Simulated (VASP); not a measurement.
# Ge (I4_1/amd) in VASP: single point with r2SCAN

Aim: the single point of Ge with r2SCAN.

All numbers are computed with VASP 6.6.1; they aren't measurements. Logs are shortened: lines on timing, memory, paths and dates and some standing lists are left out, and cuts for length are marked.

### 1 The cell of the first run

Symmetry: I4_1/amd, No. 141, tetragonal system. Conventional cell: a = 3.822 Å, b = 3.822 Å, c = 5.859 Å, α = 90.00°, β = 90.00°, γ = 90.00°. Within 3.2 Å of Ge (site symmetry -4m2) lie 4 Ge at 2.41 Å.

### 2 Single point, r2SCAN (epitaxial xy strain -4.7%)

POSCAR reads:

```
Ge
1.0
    0.0000000000      2.7024057076      2.9292750732
    2.7024057076      0.0000000000      2.9292750732
    2.7024057076      2.7024057076      0.0000000000
Ge
2
Direct
    0.0000000000      0.0000000000      0.0000000000
    0.2500000000      0.2500000000      0.2500000000
```

INCAR.step1 reads:

```
SYSTEM = Ge
PREC = Accurate
ENCUT = 520
ISMEAR = -1
SIGMA = 0.02
LREAL = .False.
LASPH = .True.
NELM = 100
NBANDS = 21
GGA = PE
ALGO = Normal
EDIFF = 1E-4
LWAVE = .True.
LCHARG = .False.
```

INCAR.step2 reads:

```
SYSTEM = Ge
PREC = Accurate
ENCUT = 520
EDIFF = 1E-6
ISMEAR = -1
SIGMA = 0.02
LREAL = .False.
LASPH = .True.
NELM = 100
ALGO = Normal
ISIF = 2
LWAVE = .False.
LCHARG = .False.
METAGGA = R2SCAN
LMIXTAU = .True.
NBANDS = 21
ISTART = 1
```

KPOINTS reads:

```
Automatic mesh
0
Gamma
  8 8 8
  0 0 0
```

Potentials or basis: VASP PAW PBE potentials, release 64 (Ge_d).

Run with:

```bash
cat potpaw_PBE.64/Ge_d/POTCAR > POTCAR
cp INCAR.step1 INCAR
mpirun -np 1 vasp_std > vasp.out
cp INCAR.step2 INCAR
mpirun -np 1 vasp_std > vasp.out
```

OUTCAR:

```text
SYSTEM = Ge
   PREC = Accurate
   ENCUT = 520
   EDIFF = 1E-6
   ISMEAR = -1
   LREAL = .False.
   LASPH = .True.
   NELM = 100
   ISIF = 2
   METAGGA = R2SCAN
   ISTART = 1

 ion  position               nearest neighbor table
   1  0.000  0.000  0.000-   2 2.41   2 2.41   2 2.41   2 2.41
   2  0.250  0.250  0.250-   1 2.41   1 2.41   1 2.41   1 2.41

  LATTYP: Found a body centered tetragonal cell.
 ALAT       =     3.8217788027
 C/A-ratio  =     1.5329380503

  Lattice vectors:

 A1 = (  -2.7024057076,   0.0000000000,   2.9292750732)
 A2 = (   2.7024057076,   0.0000000000,   2.9292750732)
 A3 = (   0.0000000000,   2.7024057076,  -2.9292750732)

Analysis of symmetry for initial positions (statically):
=====================================================================
 Subroutine PRICEL returns:
 Original cell was already a primitive cell.

 Routine SETGRP: Setting up the symmetry group for a
 body centered tetragonal supercell.

 Subroutine GETGRP returns: Found 16 space group operations
 (whereof  8 operations were pure point group operations)
 out of a pool of 16 trial point group operations.

The static configuration has the point symmetry D_2d.
 The point group associated with its full space group is D_4h.

Analysis of symmetry for dynamics (positions and initial velocities):
=====================================================================
 Subroutine PRICEL returns:
 Original cell was already a primitive cell.

 Routine SETGRP: Setting up the symmetry group for a
 body centered tetragonal supercell.

 Subroutine GETGRP returns: Found 16 space group operations
 (whereof  8 operations were pure point group operations)
 out of a pool of 16 trial point group operations.

The dynamic configuration has the point symmetry D_2d.
 The point group associated with its full space group is D_4h.

 Subroutine INISYM returns: Found 16 space group operations
 (whereof  8 operations are pure point group operations),
 and found     1 'primitive' translations

----------------------------------------------------------------------------------------

                                     Primitive cell

  volume of cell :      42.7850

  direct lattice vectors                    reciprocal lattice vectors
     0.000000000  2.702405708  2.929275073    -0.185020332  0.185020332  0.170690696
     2.702405708  0.000000000  2.929275073     0.185020332 -0.185020332  0.170690696
     2.702405708  2.702405708  0.000000000     0.185020332  0.185020332 -0.170690696

  length of vectors
     3.985429596  3.985429596  3.821778803     0.312410563  0.312410563  0.312410563

  position of ions in fractional coordinates (direct lattice)
     0.000000000  0.000000000  0.000000000
     0.250000000  0.250000000  0.250000000

  ion indices of the primitive-cell ions
   primitive index   ion index
                 1           1
                 2           2

----------------------------------------------------------------------------------------

 KPOINTS: Automatic mesh

Automatic generation of k-mesh.
 Grid dimensions read from file:
 generate k-points for:    8    8    8

 Generating k-lattice:

  Cartesian coordinates                     Fractional coordinates (reciprocal lattice)
    -0.023127541  0.023127541  0.021336337     0.125000000  0.000000000  0.000000000
     0.023127541 -0.023127541  0.021336337     0.000000000  0.125000000  0.000000000
     0.023127541  0.023127541 -0.021336337     0.000000000  0.000000000  0.125000000

  Length of vectors
     0.039051320  0.039051320  0.039051320

  Shift w.r.t. Gamma in fractional coordinates (k-lattice)
     0.000000000  0.000000000  0.000000000

 Subroutine IBZKPT returns following result:
 ===========================================

 Found     59 irreducible k-points:

 Following reciprocal coordinates:
            Coordinates               Weight
  0.000000  0.000000  0.000000      1.000000
  0.125000 -0.000000  0.000000      8.000000
  0.250000 -0.000000  0.000000      8.000000
  0.375000 -0.000000  0.000000      8.000000
  0.500000 -0.000000  0.000000      4.000000
  0.125000  0.125000  0.000000      2.000000
[... 16 lines left out ...]
  0.250000  0.000000  0.125000     16.000000
  0.375000 -0.000000  0.125000     16.000000
 [... further k-points ...]
   k-points           NKPTS =     59   k-points in BZ     NKDIM =     59   number of bands    NBANDS=     21
   number of dos      NEDOS =    301   number of ions     NIONS =      2
   total plane-waves  NPLWV =  25200
   dimension x,y,z NGX =    30 NGY =   30 NGZ =   28
   dimension x,y,z NGXF=    60 NGYF=   60 NGZF=   56
   ions per type =               2
   NGX,Y,Z   is equivalent  to a cutoff of  12.51, 12.51, 12.18 a.u.
   NGXF,Y,Z  is equivalent  to a cutoff of  25.03, 25.03, 24.36 a.u.
 SYSTEM =  Ge
   PREC   = accura    normal or accurate (medium, high low for compatibility)
   ISTART =      1    job   : 0-new  1-cont  2-samecut
   ICHARG =      0    charge: 1-file 2-atom 10-const
   ISPIN  =      1    spin polarized calculation?
   LNONCOLLINEAR =      F non collinear calculations
   LSORBIT =      F    spin-orbit coupling
   LASPH  =      T    aspherical Exc in radial PAW
   ENCUT  =  520.0 eV  38.22 Ry    6.18 a.u.   7.41  7.41  7.11*2*pi/ulx,y,z
   NELM   =    100;   NELMIN=  2; NELMDL=  0     # of ELM steps
   EDIFF  = 0.1E-05   stopping-criterion for ELM
   LREAL  =      F    real-space projection
   EDIFFG = 0.1E-04   stopping-criterion for IOM
   NSW    =      0    number of steps for IOM
   IBRION =     -1    ionic relax: 0-MD 1-quasi-New 2-CG
   NFREE  =      0    steps in history (QN), initial steepest desc. (CG)
   ISIF   =      2    stress and relaxation
   ISYM   =      2    0-nonsym 1-usesym 2-fastsym
   POTIM  = 0.5000    time-step for ionic-motion
   TEBEG  =    0.0;   TEEND  =   0.0 temperature during run
   PSTRESS=    0.0 pullay stress
   NELECT =      28.0000    total number of electrons
   NUPDOWN=      -1.0000    fix difference up-down
   EMIN   =  10.00;   EMAX   =-10.00  energy-range for DOS
   EFERMI =   0.00;   METHOD = LEGACY
   ISMEAR =    -1;   SIGMA  =   0.02  broadening in eV -4-tet -1-fermi 0-gaus
   EFERMI_NEDOS =   21; number of points for ismear=-14 and -15
   IALGO  =     38    algorithm
   IMIX   =      4    mixing-type and parameters
     AMIX     =   0.40;   BMIX     =  1.00
     AMIX_MAG =   1.60;   BMIX_MAG =  1.00
  volume/ion in A,a.u.               =      21.39       144.36
  Fermi-wavevector in a.u.,A,eV,Ry     =   1.421337  2.685938 27.486478  2.020199
  Thomas-Fermi vector in A             =   2.542157
   LORBIT       =      0    0 simple, 1 ext, 2 COOP (PROOUT), +10 PAW based schemes
   METAGGA = R2SCAN    functional components
   LHFCALC =     F    Hartree Fock is set to
   AEXX    =    0.0000 exact exchange contribution
   IVDW    =     0    specifies the selected vdW correction
   LEPSILON=     F    determine dielectric tensor
   LRPA    =     F    only Hartree local field effects (RPA)
 non-spin polarized calculation
  energy-cutoff  :      520.00
  volume of cell :       42.78
 maximum number of plane-waves:      1163
 NGX is ok and might be reduce to    30
   NGX = 15   NGY = 15   NGZ = 15

 number of electron      28.0000017 magnetization

 Free energy of the ion-electron system (eV)
  ---------------------------------------------------
  ext. energy  EPLUGINS =         0.00000000
  ---------------------------------------------------
  free energy    TOTEN  =       -27.63317288 eV

  energy without entropy =      -27.63314884  energy(sigma->0) =      -27.63316086

 E-fermi :   5.7193     XC(G=0): -11.1229

 val. band max:        5.6328158669   @ k =   0.0000   0.0000   0.0000
 cond. band min:       5.8229685289   @ k =   0.3750   0.0000   0.3750
 fundamental gap:      0.1901526620
 Fermi energy:         5.7192995185

 k-point     1 :       0.0000    0.0000    0.0000
  band No.  band energies     occupation
      1     -20.2116      2.00000
      2     -20.2115      2.00000
      3     -20.1870      2.00000
      4     -20.1657      2.00000
      5     -20.1532      2.00000
      6     -19.9366      2.00000
[... 13 lines left out ...]
     20      14.4575      0.00000
     21      15.7518      0.00000

 k-point     2 :       0.1250   -0.0000    0.0000
  band No.  band energies     occupation
      1     -20.2212      2.00000
      2     -20.2111      2.00000
      3     -20.1970      2.00000
      4     -20.1475      2.00000
      5     -20.1409      2.00000
      6     -19.9418      2.00000
[... 13 lines left out ...]
     20      13.8759      0.00000
     21      15.1572      0.00000

 k-point     3 :       0.2500   -0.0000    0.0000
  band No.  band energies     occupation
      1     -20.2352      2.00000
      2     -20.2149      2.00000
      3     -20.1969      2.00000
      4     -20.1239      2.00000
      5     -20.1220      2.00000
      6     -19.9515      2.00000
[... 13 lines left out ...]
     20      14.5329      0.00000
     21      14.6298      0.00000

 k-point     4 :       0.3750   -0.0000    0.0000
  band No.  band energies     occupation
      1     -20.2435      2.00000
      2     -20.2171      2.00000
      3     -20.1912      2.00000
      4     -20.1111      2.00000
      5     -20.1096      2.00000
      6     -19.9579      2.00000
[... 13 lines left out ...]
     20      15.4623      0.00000
     21      16.1642      0.00000

 k-point     5 :       0.5000   -0.0000    0.0000
  band No.  band energies     occupation
      1     -20.2460      2.00000
      2     -20.2171      2.00000
      3     -20.1885      2.00000
      4     -20.1084      2.00000
      5     -20.1058      2.00000
      6     -19.9598      2.00000
[... 13 lines left out ...]
     20      17.1969      0.00000
     21      17.5716      0.00000
[... 382 lines left out ...]
     20      18.0157      0.00000
     21      19.3177      0.00000

 k-point    22 :       0.1250    0.0000    0.1250
  band No.  band energies     occupation
      1     -20.2165      2.00000
      2     -20.2158      2.00000
      3     -20.1930      2.00000
      4     -20.1537      2.00000
      5     -20.1305      2.00000
      6     -19.9454      2.00000
[... 13 lines left out ...]
     20      14.0023      0.00000
     21      15.0355      0.00000

 k-point    23 :       0.2500    0.0000    0.1250
  band No.  band energies     occupation
      1     -20.2328      2.00000
      2     -20.2099      2.00000
      3     -20.1969      2.00000
      4     -20.1338      2.00000
      5     -20.1088      2.00000
      6     -19.9699      2.00000
[... 13 lines left out ...]
     20      15.0087      0.00000
     21      15.5474      0.00000

 k-point    24 :       0.3750   -0.0000    0.1250
  band No.  band energies     occupation
      1     -20.2469      2.00000
      2     -20.2165      2.00000
      3     -20.1828      2.00000
      4     -20.1126      2.00000
      5     -20.0953      2.00000
      6     -19.9805      2.00000
[... 13 lines left out ...]
     20      15.7396      0.00000
     21      16.9134      0.00000

 [... further k-points ...]
[... 5 lines left out ...]
  --------------------------------------------------------------------------------------
  -------------------------------------------------------------------------------------
  Total        2.1659801      2.1659801      0.0414127      0.0000000     -0.0000000      0.0000000
  in kB       81.1098856     81.1098856      1.5507911      0.0000000     -0.0000000      0.0000000
  external PRESSURE =      54.5901874 kB  Pullay stress =       0.0000000 kB

 VOLUME and BASIS-vectors are now :
 -----------------------------------------------------------------------------
  energy-cutoff  :      520.00
  volume of cell :       42.78
      direct lattice vectors                 reciprocal lattice vectors
     0.000000000  2.702405708  2.929275073    -0.185020332  0.185020332  0.170690696
     2.702405708  0.000000000  2.929275073     0.185020332 -0.185020332  0.170690696
     2.702405708  2.702405708  0.000000000     0.185020332  0.185020332 -0.170690696

 POSITION                                       TOTAL-FORCE (eV/Angst)
 -----------------------------------------------------------------------------------
      0.00000      0.00000      0.00000         0.000000      0.000000     -0.000000
      1.35120      1.35120      1.46464        -0.000000     -0.000000      0.000000
 -----------------------------------------------------------------------------------
    total drift:                                0.000000      0.000000      0.000000

  FREE ENERGIE OF THE ION-ELECTRON SYSTEM (eV)
  ---------------------------------------------------
  free  energy   TOTEN  =       -27.6331728808 eV

  energy  without entropy=      -27.6331488450  energy(sigma->0) =      -27.63316086
```

Run time: 1.7 min. Hardware: 1 thread of Intel Xeon Platinum 8488C (Sapphire Rapids), shared host; peak memory 0.19 GiB.

Results:

```
Free energy            : -27.6332 eV
Pressure               : 5.5 GPa
Band gap on the k mesh : 0.19 eV, indirect (least direct gap 0.63 eV)
```

Stress tensor (GPa, compression positive):
```
8.11 0.00 0.00
0.00 8.11 0.00
0.00 0.00 0.16
```

Caveat: the cell differs from its parent crystal (epitaxial xy strain -4.7%); the PAW data sets were made with another functional, which shifts forces and pressure a little.
